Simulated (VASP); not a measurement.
**ZrGa2S2: single point with PBE**

The system is ZrGa2S2.

```xyz
5
Lattice="4.6795 0.0000 0.0000 -2.3398 4.0526 0.0000 0.0000 0.0000 5.2804" Properties=species:S:1:pos:R:3 pbc="T T T"
Zr    2.3398    1.3509    0.0000
Ga    0.0000    0.0000    3.8544
Ga    0.0000    0.0000    1.4259
S     2.3398    1.3509    2.6402
S     0.0000    2.7017    0.0000
```

```yaml
Program: VASP 6.6.1
Task: single point
Functional: PBE
Potentials_or_basis: VASP PAW PBE potentials, release 64 (Zr_sv, Ga_d, S)
Cutoff: 520 eV
k_mesh: 12 × 12 × 8
Occupations: gaussian, width 0.1 eV
Spin: no spin polarisation
```

```
Pressure               : 0.1 GPa
Largest force          : 0.005 eV/Å
Band gap on the k mesh : zero (band 25 reaches 7.62 eV, above the bottom of band 26 at 5.65 eV)
```

Forces in eV/Å, atoms in the order of the input:
```
Zr   0.000  0.000  0.000
Ga   0.000  0.000 -0.005
Ga   0.000  0.000  0.005
S    0.000  0.000  0.000
S    0.000  0.000  0.000
```

Levels at points of the mesh, in eV from the Fermi level:
| k point | band 23 | band 24 | band 25 | band 26 | band 27 | band 28 |
| --- | --- | --- | --- | --- | --- | --- |
| (0.00, 0.00, 0.00) | -2.01 | -1.86 | -0.22 | -0.22 | 0.51 | 1.53 |
| (0.50, 0.00, 0.00) | -2.24 | -1.63 | -0.95 | -0.87 | 0.16 | 2.00 |
| (0.00, 0.00, 0.50) | -3.66 | -2.19 | 1.10 | 1.10 | 1.57 | 1.57 |
| (0.50, 0.00, 0.50) | -2.89 | -0.99 | -0.17 | 1.20 | 1.46 | 1.96 |

It took 3.9 min on 1 thread of Intel(R) Xeon(R) Platinum 8259CL CPU @ 2.50GHz (Skylake/Cascade Lake), on a shared host, peak memory 0.42 GiB.
